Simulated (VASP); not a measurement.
**Co: single point with PBEsol**

Co:

```
Co
1.0
     2.43135    0.00000    0.00000
    -1.21568    2.10561    0.00000
     0.00000    0.00000    3.99131
Co
2
Direct
  0.33333 0.66667 0.25000
  0.66667 0.33333 0.75000
```

This cell differs from its parent crystal: biaxial strain in the a-b plane: -1.0 %, then relaxed in part.

```yaml
Program: VASP 6.6.1
Task: single point
Functional: PBEsol
Potentials_or_basis: VASP PAW PBE potentials, release 64 (Co)
Cutoff: 520 eV
k_mesh: 21 × 21 × 10
Occupations: gaussian, width 0.1 eV
Spin: collinear spin, ferromagnetic start
Starting_moments: "[1.79, 1.79] μB"
```

The pressure is 2.8 GPa. The net moment is 3.11 μB per cell. The site moments are Co +1.56 μB. The valence electrons inside the program's atomic spheres are Co 8.40.

Stress tensor (GPa, compression positive):
```
 4.71  0.00  0.00
 0.00  4.71  0.00
 0.00  0.00 -1.01
```

Levels at points of the mesh, in eV from the Fermi level:
Spin up:
```tsv
k point	band 7	band 8	band 9	band 10	band 11	band 12	band 13	band 14
(0.00, 0.00, 0.00)	-2.31	-1.86	-1.86	-0.71	-0.71	-0.34	6.67	22.63
(0.00, 0.00, 0.50)	-2.69	-2.69	-1.04	-1.04	-1.04	-1.04	15.29	15.29
```
Spin down:
| k point | band 4 | band 5 | band 6 | band 7 | band 8 | band 9 | band 10 | band 11 |
| --- | --- | --- | --- | --- | --- | --- | --- | --- |
| (0.00, 0.00, 0.00) | -1.08 | -1.08 | -0.70 | -0.70 | -0.31 | -0.16 | -0.16 | 1.10 |
| (0.00, 0.00, 0.50) | -1.76 | -1.13 | -1.13 | -1.13 | -1.13 | 0.74 | 0.74 | 0.74 |

Run time: 4 min on 1 thread of Intel(R) Xeon(R) 6975P-C (Granite Rapids), on a shared host, peak memory 0.26 GiB.

Caveat: the cell differs from its parent crystal (biaxial strain in the a-b plane: -1.0 %, then relaxed in part); the PAW data sets were made with another functional, which shifts forces and pressure a little.
